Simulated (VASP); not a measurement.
Wanted: the native input for a VASP 6.6.1 run.

```
Task                   : single point
Functional             : PBEsol
Potentials or basis    : VASP PAW PBE potentials, release 64 (Si, C)
Cutoff                 : 520 eV
k mesh                 : 15 × 15 × 8
Occupations            : gaussian, width 0.01 eV
Spin                   : no spin polarisation
Dipole correction      : no
Further INCAR settings : ALGO = Normal; EDIFF = 1e-06; NBANDS = 16
```

The structure of SiC (k07) lies in POSCAR:

```
SiC
1.0
    3.0759807156      0.0000000000      0.0000000000
   -1.5379903578      2.6638774413      0.0000000000
    0.0000000000      0.0000000000      5.0478465815
Si C
2 2
Direct
    0.3333333333      0.6666666667     -0.0376640397
    0.6666666667      0.3333333333      0.4623359603
    0.3333333333      0.6666666667      0.4126640397
    0.6666666667      0.3333333333      0.9126640397
```

The input as run:

INCAR

```
  ALGO = Normal
  EDIFF = 1E-6
  ENCUT = 520
  GGA = PS
  ISIF = 2
  ISMEAR = 0
  LASPH = True
  LCHARG = False
  LREAL = False
  LWAVE = False
  NBANDS = 16
  NELM = 80
  PREC = Accurate
  SIGMA = 0.01
```

KPOINTS

```
k-points
0
Gamma
  15 15 8
```

Potentials or basis: VASP PAW PBE potentials, release 64 (Si, C).

Command:

```bash
$ cat potpaw_PBE.64/Si/POTCAR potpaw_PBE.64/C/POTCAR > POTCAR
$ mpirun -np 1 vasp_std > vasp.out
```

It gave:

The pressure is 8.2 GPa and the largest force is 2.104 eV/Å. The band gap on the k mesh is 0.96 eV, indirect (least direct gap 3.12 eV).

Caveat: the PAW data sets were made with another functional, which shifts forces and pressure a little.

Run time: 32 s on 1 thread of Intel(R) Xeon(R) 6975P-C (Granite Rapids), with other jobs on the host, peak memory 0.2 GiB.
